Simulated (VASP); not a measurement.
# Si (Pm-3m) in VASP: a series of runs

Si is run at these levels: PBE; tasks: single point.

All numbers are computed with VASP 6.6.1; they aren't measurements. Logs are shortened: lines on timing, memory, paths and dates and some standing lists are left out, and cuts for length are marked.

### 1 The cell of the first run

It takes space group Pm-3m (No. 221, cubic). The conventional cell has a = 2.534 Å, b = 2.534 Å, c = 2.534 Å, α = 90.00°, β = 90.00°, γ = 90.00°. Within 3.3 Å of Si (site symmetry m-3m) lie 6 Si at 2.53 Å.

### 2 Single point, PBE

The input, INCAR:

```
  ALGO = Normal
  EDIFF = 1E-7
  ENCUT = 520
  GGA = PE
  ISIF = 2
  ISMEAR = -1
  LASPH = True
  LCHARG = True
  LELF = True
  LREAL = False
  LVHAR = True
  LWAVE = False
  NBANDS = 8
  NELM = 80
  PREC = Accurate
  SIGMA = 0.05
```

The input, KPOINTS:

```
k-points
0
Gamma
  10 10 10
```

The input, POSCAR:

```
Si
1.0
    2.5337738505      0.0000000000      0.0000000000
    0.0000000000      2.5337738505      0.0000000000
    0.0000000000      0.0000000000      2.5337738505
Si
1
Direct
    0.0000000000      0.0000000000      0.0000000000
```

Potentials or basis: VASP PAW PBE potentials, release 64 (Si).

Run with:

```
> cat potpaw_PBE.64/Si/POTCAR > POTCAR
> mpirun -np 1 vasp_std > vasp.out
```

OUTCAR:

```text
EDIFF = 1E-7
   ENCUT = 520
   GGA = PE
   ISIF = 2
   ISMEAR = -1
   LASPH = True
   LREAL = False
   NELM = 80
   PREC = Accurate

 ion  position               nearest neighbor table
   1  0.000  0.000  0.000-

  LATTYP: Found a simple cubic cell.
 ALAT       =     2.5337738505

  Lattice vectors:

 A1 = (   2.5337738505,   0.0000000000,   0.0000000000)
 A2 = (   0.0000000000,   2.5337738505,   0.0000000000)
 A3 = (   0.0000000000,   0.0000000000,   2.5337738505)

Analysis of symmetry for initial positions (statically):
=====================================================================
 Subroutine PRICEL returns:
 Original cell was already a primitive cell.

 Routine SETGRP: Setting up the symmetry group for a
 simple cubic supercell.

 Subroutine GETGRP returns: Found 48 space group operations
 (whereof 48 operations were pure point group operations)
 out of a pool of 48 trial point group operations.

The static configuration has the point symmetry O_h .

Analysis of symmetry for dynamics (positions and initial velocities):
=====================================================================
 Subroutine PRICEL returns:
 Original cell was already a primitive cell.

 Routine SETGRP: Setting up the symmetry group for a
 simple cubic supercell.

 Subroutine GETGRP returns: Found 48 space group operations
 (whereof 48 operations were pure point group operations)
 out of a pool of 48 trial point group operations.

The dynamic configuration has the point symmetry O_h .

 Subroutine INISYM returns: Found 48 space group operations
 (whereof 48 operations are pure point group operations),
 and found     1 'primitive' translations

----------------------------------------------------------------------------------------

                                     Primitive cell

  volume of cell :      16.2669

  direct lattice vectors                    reciprocal lattice vectors
     2.533773850  0.000000000  0.000000000     0.394668214  0.000000000  0.000000000
     0.000000000  2.533773850  0.000000000     0.000000000  0.394668214  0.000000000
     0.000000000  0.000000000  2.533773850     0.000000000  0.000000000  0.394668214

  length of vectors
     2.533773850  2.533773850  2.533773850     0.394668214  0.394668214  0.394668214

  position of ions in fractional coordinates (direct lattice)
     0.000000000  0.000000000  0.000000000

  ion indices of the primitive-cell ions
   primitive index   ion index
                 1           1

----------------------------------------------------------------------------------------

 KPOINTS: k-points

Automatic generation of k-mesh.
 Grid dimensions read from file:
 generate k-points for:   10   10   10

 Generating k-lattice:

  Cartesian coordinates                     Fractional coordinates (reciprocal lattice)
     0.039466821  0.000000000  0.000000000     0.100000000  0.000000000  0.000000000
     0.000000000  0.039466821  0.000000000     0.000000000  0.100000000  0.000000000
     0.000000000  0.000000000  0.039466821     0.000000000  0.000000000  0.100000000

  Length of vectors
     0.039466821  0.039466821  0.039466821

  Shift w.r.t. Gamma in fractional coordinates (k-lattice)
     0.000000000  0.000000000  0.000000000

 Subroutine IBZKPT returns following result:
 ===========================================

 Found     56 irreducible k-points:

 Following reciprocal coordinates:
            Coordinates               Weight
  0.000000  0.000000  0.000000      1.000000
  0.100000  0.000000  0.000000      6.000000
  0.200000  0.000000  0.000000      6.000000
  0.300000  0.000000  0.000000      6.000000
  0.400000  0.000000  0.000000      6.000000
  0.500000  0.000000  0.000000      3.000000
[... 16 lines left out ...]
  0.200000  0.100000  0.100000     24.000000
  0.300000  0.100000  0.100000     24.000000
 [... further k-points ...]
   k-points           NKPTS =     56   k-points in BZ     NKDIM =     56   number of bands    NBANDS=      8
   number of dos      NEDOS =    301   number of ions     NIONS =      1
   total plane-waves  NPLWV =   8000
   dimension x,y,z NGX =    20 NGY =   20 NGZ =   20
   dimension x,y,z NGXF=    40 NGYF=   40 NGZF=   40
   ions per type =               1
   NGX,Y,Z   is equivalent  to a cutoff of  13.12, 13.12, 13.12 a.u.
   NGXF,Y,Z  is equivalent  to a cutoff of  26.24, 26.24, 26.24 a.u.
 SYSTEM =  unknown system
   PREC   = accura    normal or accurate (medium, high low for compatibility)
   ISTART =      0    job   : 0-new  1-cont  2-samecut
   ICHARG =      2    charge: 1-file 2-atom 10-const
   ISPIN  =      1    spin polarized calculation?
   LNONCOLLINEAR =      F non collinear calculations
   LSORBIT =      F    spin-orbit coupling
   LASPH  =      T    aspherical Exc in radial PAW
   ENCUT  =  520.0 eV  38.22 Ry    6.18 a.u.   4.71  4.71  4.71*2*pi/ulx,y,z
   NELM   =     80;   NELMIN=  2; NELMDL= -5     # of ELM steps
   EDIFF  = 0.1E-06   stopping-criterion for ELM
   LREAL  =      F    real-space projection
   EDIFFG = 0.1E-05   stopping-criterion for IOM
   NSW    =      0    number of steps for IOM
   IBRION =     -1    ionic relax: 0-MD 1-quasi-New 2-CG
   NFREE  =      0    steps in history (QN), initial steepest desc. (CG)
   ISIF   =      2    stress and relaxation
   ISYM   =      2    0-nonsym 1-usesym 2-fastsym
   POTIM  = 0.5000    time-step for ionic-motion
   TEBEG  =    0.0;   TEEND  =   0.0 temperature during run
   PSTRESS=    0.0 pullay stress
   NELECT =       4.0000    total number of electrons
   NUPDOWN=      -1.0000    fix difference up-down
   EMIN   =  10.00;   EMAX   =-10.00  energy-range for DOS
   EFERMI =   0.00;   METHOD = LEGACY
   ISMEAR =    -1;   SIGMA  =   0.05  broadening in eV -4-tet -1-fermi 0-gaus
   EFERMI_NEDOS =   21; number of points for ismear=-14 and -15
   IALGO  =     38    algorithm
   IMIX   =      4    mixing-type and parameters
     AMIX     =   0.40;   BMIX     =  1.00
     AMIX_MAG =   1.60;   BMIX_MAG =  1.00
  volume/ion in A,a.u.               =      16.27       109.77
  Fermi-wavevector in a.u.,A,eV,Ry     =   1.025637  1.938173 14.312391  1.051931
  Thomas-Fermi vector in A             =   2.159488
   LORBIT       =      0    0 simple, 1 ext, 2 COOP (PROOUT), +10 PAW based schemes
   GGA     = PE    functional components
   LHFCALC =     F    Hartree Fock is set to
   AEXX    =    0.0000 exact exchange contribution
   IVDW    =     0    specifies the selected vdW correction
   LEPSILON=     F    determine dielectric tensor
   LRPA    =     F    only Hartree local field effects (RPA)
 non-spin polarized calculation
  energy-cutoff  :      520.00
  volume of cell :       16.27
 maximum number of plane-waves:       461
 NGX is ok and might be reduce to    20
   NGX =  9   NGY =  9   NGZ =  9

 number of electron       4.0000000 magnetization

 Free energy of the ion-electron system (eV)
  ---------------------------------------------------
  ext. energy  EPLUGINS =         0.00000000
  ---------------------------------------------------
  free energy    TOTEN  =        -5.10889307 eV

  energy without entropy =       -5.10762118  energy(sigma->0) =       -5.10825713

 E-fermi :   8.1949     XC(G=0): -10.5966

 val. band max:        8.1231459937   @ k =   0.5000   0.5000   0.4000
 cond. band min:       8.5288067955   @ k =   0.4000   0.4000   0.4000
 fundamental gap:      0.4056608019
 Fermi energy:         8.1949256223

 k-point     1 :       0.0000    0.0000    0.0000
  band No.  band energies     occupation
      1      -4.9404      2.00000
      2      15.6567      0.00000
      3      15.6567      0.00000
      4      15.8715      0.00000
      5      15.8715      0.00000
      6      15.8715      0.00000
      7      23.8426      0.00000
      8      32.8750      0.00000

 k-point     2 :       0.1000    0.0000    0.0000
  band No.  band energies     occupation
      1      -4.7192      2.00000
      2      12.3297      0.00000
      3      15.8347      0.00000
      4      16.0545      0.00000
      5      16.0545      0.00000
      6      18.8392      0.00000
      7      24.6754      0.00000
      8      31.3933      0.00000

 k-point     3 :       0.2000    0.0000    0.0000
  band No.  band energies     occupation
      1      -4.0600      2.00000
      2       8.9919      0.00000
      3      16.3469      0.00000
      4      16.5968      0.00000
      5      16.5968      0.00000
      6      21.0141      0.00000
      7      27.1070      0.00000
      8      28.6856      0.00000

 k-point     4 :       0.3000    0.0000    0.0000
  band No.  band energies     occupation
      1      -2.9788      2.00000
      2       5.9365      2.00000
      3      17.1082      0.00000
      4      17.4688      0.00000
      5      17.4688      0.00000
      6      22.6573      0.00000
      7      26.0285      0.00000
      8      26.0285      0.00000

 k-point     5 :       0.4000    0.0000    0.0000
  band No.  band energies     occupation
      1      -1.5381      2.00000
      2       3.2930      2.00000
      3      17.8973      0.00000
      4      18.5493      0.00000
      5      18.5493      0.00000
      6      23.8287      0.00000
      7      23.8287      0.00000
      8      24.2478      0.00000
[... 177 lines left out ...]
 k-point    22 :       0.1000    0.1000    0.1000
  band No.  band energies     occupation
      1      -4.2775      2.00000
      2      12.2151      0.00000
      3      12.2151      0.00000
      4      14.6506      0.00000
      5      20.4405      0.00000
      6      20.4405      0.00000
      7      25.6638      0.00000
      8      29.5223      0.00000

 k-point    23 :       0.2000    0.1000    0.1000
  band No.  band energies     occupation
      1      -3.6193      2.00000
      2       9.3046      0.00000
      3      12.7622      0.00000
      4      14.8434      0.00000
      5      20.9175      0.00000
      6      23.0305      0.00000
      7      26.3172      0.00000
      8      26.5056      0.00000

 k-point    24 :       0.3000    0.1000    0.1000
  band No.  band energies     occupation
      1      -2.5398      2.00000
      2       6.3205      2.00000
      3      13.6167      0.00000
      4      15.7533      0.00000
      5      21.5604      0.00000
      6      23.2830      0.00000
      7      23.8095      0.00000
      8      25.9294      0.00000

 [... further k-points ...]
[... 5 lines left out ...]
  --------------------------------------------------------------------------------------
  -------------------------------------------------------------------------------------
  Total        0.0021464      0.0021464      0.0021464      0.0000000      0.0000000     -0.0000000
  in kB        0.2114105      0.2114105      0.2114105      0.0000000      0.0000000     -0.0000000
  external PRESSURE =       0.2114105 kB  Pullay stress =       0.0000000 kB

 VOLUME and BASIS-vectors are now :
 -----------------------------------------------------------------------------
  energy-cutoff  :      520.00
  volume of cell :       16.27
      direct lattice vectors                 reciprocal lattice vectors
     2.533773850  0.000000000  0.000000000     0.394668214  0.000000000  0.000000000
     0.000000000  2.533773850  0.000000000     0.000000000  0.394668214  0.000000000
     0.000000000  0.000000000  2.533773850     0.000000000  0.000000000  0.394668214

 POSITION                                       TOTAL-FORCE (eV/Angst)
 -----------------------------------------------------------------------------------
      0.00000      0.00000      0.00000         0.000000      0.000000      0.000000
 -----------------------------------------------------------------------------------
    total drift:                               -0.000000     -0.000000      0.000000

  FREE ENERGIE OF THE ION-ELECTRON SYSTEM (eV)
  ---------------------------------------------------
  free  energy   TOTEN  =        -5.1088930726 eV

  energy  without entropy=       -5.1076211805  energy(sigma->0) =       -5.10825713
```

It took 3.7 s on 1 thread of Intel Xeon Platinum 8488C (Sapphire Rapids), shared host; peak memory 0.11 GiB.

What came out:

```
Free energy            : -5.1089 eV
Pressure               : 0.0 GPa
Band gap on the k mesh : zero (band 2 reaches 15.66 eV, above the bottom of band 3 at 5.35 eV)
```

Levels at points of the mesh, in eV from the Fermi level:
```csv
k point,band 1,band 2,band 3,band 4,band 5
"(0.00, 0.00, 0.00)",-13.14,7.46,7.46,7.68,7.68
"(0.50, 0.00, 0.00)",-8.57,-6.47,10.07,11.03,11.03
"(0.50, 0.50, 0.00)",-3.47,-2.84,-2.84,1.53,14.28
"(0.50, 0.50, 0.50)",0.56,0.56,0.56,3.51,5.16
```

### 3 Single point, PBE

This run uses another cell than the first one, of 15.94 Å³/atom, 0.980 times its volume.

The input, INCAR:

```
SYSTEM = Si
PREC = Accurate
ENCUT = 520
EDIFF = 1E-7
ISMEAR = -1
SIGMA = 0.05
LREAL = .False.
LASPH = .True.
NELM = 80
ALGO = Normal
ISIF = 2
LWAVE = .False.
LCHARG = .False.
GGA = PE
NBANDS = 8
```

The input, KPOINTS:

```
regular mesh
0
Gamma
  10 10 10
  0 0 0
```

The input, POSCAR:

```
Si
1.0
    2.5167681445      0.0000000000      0.0000000000
    0.0000000000      2.5167681445      0.0000000000
    0.0000000000      0.0000000000      2.5167681445
Si
1
Direct
    0.0000000000      0.0000000000      0.0000000000
```

Potentials or basis: VASP PAW PBE potentials, release 64 (Si).

Run with:

```
> cat potpaw_PBE.64/Si/POTCAR > POTCAR
> mpirun -np 1 vasp_std > vasp.out
```

Run time: 3.4 s. Hardware: 1 thread of Intel Xeon Platinum 8488C (Sapphire Rapids), shared host; peak memory 0.12 GiB.

It converged, with:

| Quantity | Value |
| --- | --- |
| Free energy | -5.1066 eV |
| Pressure | 2.2 GPa |
| Band gap on the k mesh | zero (band 2 reaches 15.91 eV, above the bottom of band 3 at 5.54 eV) |

Levels at points of the mesh, in eV from the Fermi level:
```tsv
k point	band 1	band 2	band 3	band 4	band 5	band 6
(0.00, 0.00, 0.00)	-13.32	7.46	7.46	7.80	7.80	7.80
(0.50, 0.00, 0.00)	-8.65	-6.62	10.11	11.25	11.25	14.67
(0.50, 0.50, 0.00)	-3.43	-2.91	-2.91	1.43	14.60	17.33
(0.50, 0.50, 0.50)	0.57	0.57	0.57	3.78	5.11	5.11
```
